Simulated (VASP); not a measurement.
Write the native input for VASP 6.6.1 that does the following.

```yaml
Task: single point
Functional: PBE
Potentials_or_basis: VASP PAW PBE potentials, release 64 (Zr_sv, B)
Cutoff: 520 eV
k_mesh: 10 × 10 × 7
Occupations: gaussian, width 0.011 eV
Spin: no spin polarisation
Dipole_correction: no
Further_INCAR_settings: ALGO = Normal; EDIFF = 1e-07; NBANDS = 14
```

The structure of ZrB lies in POSCAR:

```
ZrB
1.0
    1.9614334600     -1.9857162700      0.0000000000
    1.9614334600      1.9857162700      0.0000000000
    0.0000000000      0.0000000000      4.0139456300
Zr B
1 1
Direct
    0.0000000000      0.0000000000      0.5000000000
    0.5000000000      0.5000000000      0.5000000000
```

One way to write it, as run:

INCAR

```
  ALGO = Normal
  EDIFF = 1E-7
  ENCUT = 520
  GGA = PE
  ISIF = 2
  ISMEAR = 0
  LASPH = T
  LCHARG = F
  LREAL = F
  LWAVE = F
  NBANDS = 14
  NELM = 100
  PREC = Accurate
  SIGMA = 0.011
```

KPOINTS

```
k-points
0
Gamma
  10 10 7
```

Potentials or basis: VASP PAW PBE potentials, release 64 (Zr_sv, B).

Command:

```sh
$ cat potpaw_PBE.64/Zr_sv/POTCAR potpaw_PBE.64/B/POTCAR > POTCAR
$ mpirun -np 1 vasp_std > vasp.out
```

Results of the run:

| Item | Value |
| --- | --- |
| Pressure | 76.4 GPa |
| Band gap on the k mesh | zero (an odd number of electrons rules out a gap without spin polarisation) |

Caveat: the cell stands under pressure.

Wall time 47 s on 1 thread of Intel Xeon 8259CL, on a shared host, peak memory 0.19 GiB.
